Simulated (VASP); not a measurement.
Here is a VASP 6.6.1 calculation.

The input INCAR:

```
SYSTEM = WC
  PREC = Accurate
  ENCUT = 600
  EDIFF = 1E-6
  ISMEAR = 0
  SIGMA = 0.019000000000000003
  LREAL = .False.
  LASPH = .True.
  NELM = 120
  ALGO = Normal
  ISIF = 2
  LWAVE = .False.
  LCHARG = .False.
  GGA = PE
  NBANDS = 16
  GGA_COMPAT = .False.
```

Contents of KPOINTS:

```
regular mesh
0
Gamma
  10 10 10
  0 0 0
```

Contents of POSCAR:

```
WC
1.0
    0.0000000000      2.1926840000      2.1926840000
    2.1926840000      0.0000000000      2.1926840000
    2.1926840000      2.1926840000      0.0000000000
W C
1 1
Direct
    0.0000000000      0.0000000000      0.0000000000
    0.5000000000      0.5000000000      0.5000000000
```

Potentials or basis: VASP PAW PBE potentials, release 64 (W_sv, C).

The run is started by

```console
$ cat potpaw_PBE.64/W_sv/POTCAR potpaw_PBE.64/C/POTCAR > POTCAR
$ mpirun -np 1 vasp_std > vasp.out
```

(1) Estimate the pressure.

(2) Predict the band gap on the k mesh.

## Answers

(1) -0.7 GPa.

(2) zero (bands 9 and 10 overlap by 3.18 eV).

Caveat: spin-orbit coupling is left out, which moves the levels of the heavy elements.
